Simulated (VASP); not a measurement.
# TePb (P1) in VASP: single point with r2SCAN

Aim: the single point of TePb with r2SCAN.

All numbers are computed with VASP 6.6.1; they aren't measurements. Logs are shortened: lines on timing, memory, paths and dates and some standing lists are left out, and cuts for length are marked.

## (1) The cell of the first run

The typed cell holds 16 atoms: a = 9.243 Å, b = 9.243 Å, c = 9.243 Å, α = 60.00°, β = 60.00°, γ = 60.00°.

## (2) Single point, r2SCAN

POSCAR reads:

```
TePb
1.0
    0.0000000000      6.5357111017      6.5357111017
    6.5357111017      0.0000000000      6.5357111017
    6.5357111017      6.5357111017      0.0000000000
Te Pb
8 8
Direct
    0.2483509407      0.2514815870      0.2482185909
    0.2505137505      0.2488300775      0.7471704951
    0.2512492481      0.7514826503      0.2467935738
    0.2496335861      0.7503299830      0.7524804759
    0.7506491526      0.2523362759      0.2492787663
    0.7479246594      0.2511404611      0.7506991089
    0.7518055684      0.7515823334      0.2479916837
    0.7438146247      0.7515395683      0.7528474597
   -0.0015322740      0.0008552245      0.0021473562
    0.0015458915     -0.0025232908      0.4998811069
    0.0000245574      0.5006407794     -0.0001341094
   -0.0015022849      0.4993312050      0.4996563418
    0.4990175437      0.0007256288     -0.0007346561
    0.5028801685     -0.0028245588      0.5001421344
    0.5019258729      0.5003272711     -0.0008738911
    0.5006459816      0.5035082562      0.4990198387
```

INCAR.step1 reads:

```
SYSTEM = TePb
PREC = Accurate ; ENCUT = 520
ISMEAR = -1 ; SIGMA = 0.02
LREAL = Auto ; LASPH = .TRUE.
NELM = 100 ; NBANDS = 94
GGA = PE ; ALGO = Normal
EDIFF = 1E-4 ; LWAVE = .TRUE.
LCHARG = .FALSE.
```

INCAR.step2 reads:

```
SYSTEM = TePb
PREC = Accurate ; ENCUT = 520
EDIFF = 1E-6 ; ISMEAR = -1
SIGMA = 0.02 ; LREAL = Auto
LASPH = .TRUE. ; NELM = 100
ALGO = Normal ; ISIF = 2
LWAVE = .FALSE. ; LCHARG = .TRUE.
METAGGA = R2SCAN ; LMIXTAU = .TRUE.
LELF = .TRUE. ; LVHAR = .TRUE.
NBANDS = 94 ; ISTART = 1
```

KPOINTS reads:

```
Automatic mesh
0
G
  2 2 2
  0 0 0
```

Potentials or basis: VASP PAW PBE potentials, release 64 (Te, Pb_d).

Started as:

```
$ cat potpaw_PBE.64/Te/POTCAR potpaw_PBE.64/Pb_d/POTCAR > POTCAR
$ cp INCAR.step1 INCAR
$ mpirun -np 1 vasp_std > vasp.out
$ cp INCAR.step2 INCAR
$ mpirun -np 1 vasp_std > vasp.out
```

OUTCAR:

```text
SYSTEM = TePb
   PREC = Accurate
   ENCUT = 520
   EDIFF = 1E-6
   ISMEAR = -1
   LREAL = Auto
   LASPH = .TRUE.
   NELM = 100
   ISIF = 2
   METAGGA = R2SCAN
   ISTART = 1

 ion  position               nearest neighbor table
   1  0.248  0.251  0.248-  11 3.25  12 3.26  13 3.27  10 3.27  15 3.28  14 3.31
   2  0.251  0.249  0.747-  14 3.26  12 3.26   9 3.27  13 3.27  11 3.30  16 3.30
   3  0.251  0.751  0.247-  13 3.25   9 3.25  15 3.26  10 3.26  16 3.28  12 3.30
   4  0.250  0.750  0.752-  15 3.26  11 3.26  14 3.27   9 3.27  16 3.27  10 3.27
   5  0.751  0.252  0.249-  11 3.25   9 3.26  15 3.26  16 3.27  10 3.28  14 3.29
   6  0.748  0.251  0.751-  15 3.25  12 3.26  16 3.26  13 3.26   9 3.28  10 3.30
[... 8 lines left out ...]
  15  0.502  0.500  0.999-   8 3.22   6 3.25   3 3.26   5 3.26   4 3.26   1 3.28
  16  0.501  0.504  0.499-   6 3.26   7 3.26   4 3.27   5 3.27   3 3.28   2 3.30

  LATTYP: Found a face centered cubic cell.
 ALAT       =    13.0714222034

  Lattice vectors:

 A1 = (   0.0000000000,   6.5357111017,   6.5357111017)
 A2 = (   6.5357111017,   0.0000000000,   6.5357111017)
 A3 = (   6.5357111017,   6.5357111017,   0.0000000000)

Analysis of symmetry for initial positions (statically):
=====================================================================
 Subroutine PRICEL returns:
 Original cell was already a primitive cell.

 Routine SETGRP: Setting up the symmetry group for a
 face centered cubic supercell.

 Subroutine GETGRP returns: Found  1 space group operations
 (whereof  1 operations were pure point group operations)
 out of a pool of 48 trial point group operations.

The static configuration has the point symmetry C_1 .

Analysis of symmetry for dynamics (positions and initial velocities):
=====================================================================
 Subroutine PRICEL returns:
 Original cell was already a primitive cell.

 Routine SETGRP: Setting up the symmetry group for a
 face centered cubic supercell.

 Subroutine GETGRP returns: Found  1 space group operations
 (whereof  1 operations were pure point group operations)
 out of a pool of 48 trial point group operations.

The dynamic configuration has the point symmetry C_1 .

 Subroutine INISYM returns: Found  1 space group operations
 (whereof  1 operations are pure point group operations),
 and found     1 'primitive' translations

----------------------------------------------------------------------------------------
[... 109 lines left out ...]
   NFREE  =      0    steps in history (QN), initial steepest desc. (CG)
   ISIF   =      2    stress and relaxation
   ISYM   =      2    0-nonsym 1-usesym 2-fastsym
   POTIM  = 0.5000    time-step for ionic-motion
   TEBEG  =    0.0;   TEEND  =   0.0 temperature during run
   PSTRESS=    0.0 pullay stress
   NELECT =     160.0000    total number of electrons
   NUPDOWN=      -1.0000    fix difference up-down
   EMIN   =  10.00;   EMAX   =-10.00  energy-range for DOS
   EFERMI =   0.00;   METHOD = LEGACY
   ISMEAR =    -1;   SIGMA  =   0.02  broadening in eV -4-tet -1-fermi 0-gaus
   EFERMI_NEDOS =   21; number of points for ismear=-14 and -15
   IALGO  =     38    algorithm
   IMIX   =      4    mixing-type and parameters
     AMIX     =   0.40;   BMIX     =  1.00
     AMIX_MAG =   1.60;   BMIX_MAG =  1.00
  volume/ion in A,a.u.               =      34.90       235.50
  Fermi-wavevector in a.u.,A,eV,Ry     =   1.079308  2.039596 15.849499  1.164905
  Thomas-Fermi vector in A             =   2.215269
   LORBIT       =      0    0 simple, 1 ext, 2 COOP (PROOUT), +10 PAW based schemes
   METAGGA = R2SCAN    functional components
   LHFCALC =     F    Hartree Fock is set to
   AEXX    =    0.0000 exact exchange contribution
   IVDW    =     0    specifies the selected vdW correction
   LEPSILON=     F    determine dielectric tensor
   LRPA    =     F    only Hartree local field effects (RPA)
 non-spin polarized calculation
  energy-cutoff  :      520.00
  volume of cell :      558.35
 maximum number of plane-waves:     15065
 NGX is ok and might be reduce to    70
   NGX = 35   NGY = 35   NGZ = 35

 number of electron     160.0000005 magnetization

 Free energy of the ion-electron system (eV)
  ---------------------------------------------------
  ext. energy  EPLUGINS =         0.00000000
  ---------------------------------------------------
  free energy    TOTEN  =      -661.57253246 eV

  energy without entropy =     -661.57253246  energy(sigma->0) =     -661.57253246

 E-fermi :   5.5448     XC(G=0):  -9.6533

 val. band max:        5.0633458962   @ k =   0.0000   0.0000   0.0000
 cond. band min:       6.1582276742   @ k =   0.0000   0.0000   0.0000
 fundamental gap:      1.0948817780
 Fermi energy:         5.5447592995

 k-point     1 :       0.0000    0.0000    0.0000
  band No.  band energies     occupation
      1     -12.3160      2.00000
      2     -12.3152      2.00000
      3     -12.3140      2.00000
      4     -12.2765      2.00000
      5     -12.2754      2.00000
      6     -12.2736      2.00000
[... 749 lines left out ...]
     91       7.8069      0.00000
     92       7.8918      0.00000
 [bands above 92 left out]

------------------------ aborting loop because EDIFF is reached ----------------------------------------

  FORCE on cell =-STRESS in cart. coord.  units (eV):
  Direction    XX          YY          ZZ          XY          YZ          ZX
  --------------------------------------------------------------------------------------
  -------------------------------------------------------------------------------------
  Total        0.1081226      0.0781652      0.1000635     -0.0150962      0.0144362     -0.0024634
  in kB        0.3102547      0.2242927      0.2871293     -0.0433182      0.0414244     -0.0070687
  external PRESSURE =       0.2738923 kB  Pullay stress =       0.0000000 kB

 VOLUME and BASIS-vectors are now :
 -----------------------------------------------------------------------------
  energy-cutoff  :      520.00
  volume of cell :      558.35
      direct lattice vectors                 reciprocal lattice vectors
     0.000000000  6.535711102  6.535711102    -0.076502770  0.076502770  0.076502770
     6.535711102  0.000000000  6.535711102     0.076502770 -0.076502770  0.076502770
     6.535711102  6.535711102  0.000000000     0.076502770  0.076502770 -0.076502770

 POSITION                                       TOTAL-FORCE (eV/Angst)
 -----------------------------------------------------------------------------------
      3.26590      3.24544      3.26676         0.060231      0.009692     -0.050716
      6.50957      6.52058      3.26357         0.064593      0.004769      0.059485
      6.52445      3.25506      6.55357         0.065512      0.017672     -0.065155
      9.82193      6.54953      6.53547        -0.029235     -0.063760      0.027494
      3.27841      6.53524      6.55522         0.017973      0.018358     -0.047465
      6.54773      9.79457      6.52960        -0.050780     -0.018564      0.043092
[... 8 lines left out ...]
      9.79999      9.81044      6.55044        -0.022276      0.018779     -0.064479
      6.55223      6.53353      6.56286        -0.004548      0.014991     -0.076407
 -----------------------------------------------------------------------------------
    total drift:                                0.022278      0.000415      0.005806

  FREE ENERGIE OF THE ION-ELECTRON SYSTEM (eV)
  ---------------------------------------------------
  free  energy   TOTEN  =      -661.5725324550 eV

  energy  without entropy=     -661.5725324550  energy(sigma->0) =     -661.57253246
```

OUTCAR.step1:

```text
SYSTEM = TePb
   PREC = Accurate
   ENCUT = 520
   ISMEAR = -1
   LREAL = Auto
   LASPH = .TRUE.
   NELM = 100
[... 1009 lines left out ...]
      6.54773      9.79457      6.52960        -0.052707     -0.018005      0.038308
[... 8 lines left out ...]
      9.79999      9.81044      6.55044        -0.022704      0.020769     -0.067906
      6.55223      6.53353      6.56286        -0.002775      0.013424     -0.074063
 -----------------------------------------------------------------------------------
    total drift:                                0.021555      0.000471      0.005691

  FREE ENERGIE OF THE ION-ELECTRON SYSTEM (eV)
  ---------------------------------------------------
  free  energy   TOTEN  =       -60.1073090827 eV

  energy  without entropy=      -60.1073090812  energy(sigma->0) =      -60.10730908
```

OSZICAR.step1:

```text
N       E                     dE             d eps       ncg     rms          rms(c)
DAV:   1     0.178458709065E+04    0.17846E+04   -0.68436E+04  1504   0.167E+03
DAV:   2     0.195969708423E+03   -0.15886E+04   -0.15493E+04  1512   0.458E+02
DAV:   3    -0.439411304710E+02   -0.23991E+03   -0.23005E+03  1888   0.205E+02
DAV:   4    -0.603967772083E+02   -0.16456E+02   -0.16180E+02  1792   0.550E+01
DAV:   5    -0.611876437489E+02   -0.79087E+00   -0.78978E+00  1878   0.111E+01    0.905E+00
DAV:   6    -0.601203812391E+02    0.10673E+01   -0.24090E+00  2128   0.485E+00    0.607E+00
DAV:   7    -0.601067305207E+02    0.13651E-01   -0.11686E+00  1932   0.271E+00    0.205E+00
DAV:   8    -0.601033485779E+02    0.33819E-02   -0.13575E-01  1794   0.159E+00    0.107E+00
DAV:   9    -0.601082066514E+02   -0.48581E-02   -0.13036E-02  1892   0.441E-01    0.184E-01
DAV:  10    -0.601071071511E+02    0.10995E-02   -0.31502E-03  1874   0.261E-01    0.942E-02
DAV:  11    -0.601073478069E+02   -0.24066E-03   -0.16425E-03  1492   0.142E-01    0.125E-01
DAV:  12    -0.601073090827E+02    0.38724E-04   -0.10877E-04  1006   0.512E-02
   1 F= -.60107309E+02 E0= -.60107309E+02  d E =-.145911E-08
```

Wall time 20 min (1 thread of Intel Xeon 6975P-C (Granite Rapids), shared host); peak memory 0.92 GiB.

Results:

```yaml
Free_energy: -661.5725 eV
Pressure: 0.0 GPa
Largest_force: 0.129 eV/Å
Band_gap_on_the_k_mesh: 1.09 eV
```

Forces in eV/Å, atoms in the order of the input:
```
Te   0.060  0.010 -0.051
Te   0.065  0.005  0.059
Te   0.066  0.018 -0.065
Te  -0.029 -0.064  0.027
Te   0.018  0.018 -0.047
Te  -0.051 -0.019  0.043
Te  -0.028 -0.035 -0.061
Te  -0.082  0.017  0.099
Pb  -0.011 -0.008  0.067
Pb   0.021  0.003  0.042
Pb  -0.062  0.042  0.001
Pb  -0.020  0.055  0.016
Pb   0.020 -0.021 -0.001
Pb   0.059 -0.056  0.009
Pb  -0.022  0.019 -0.064
Pb  -0.005  0.015 -0.076
```

Caveat: the atoms stand as in a frame of molecular dynamics; the PAW data sets were made with another functional, which shifts forces and pressure a little; spin-orbit coupling is left out, which moves the levels of the heavy elements.
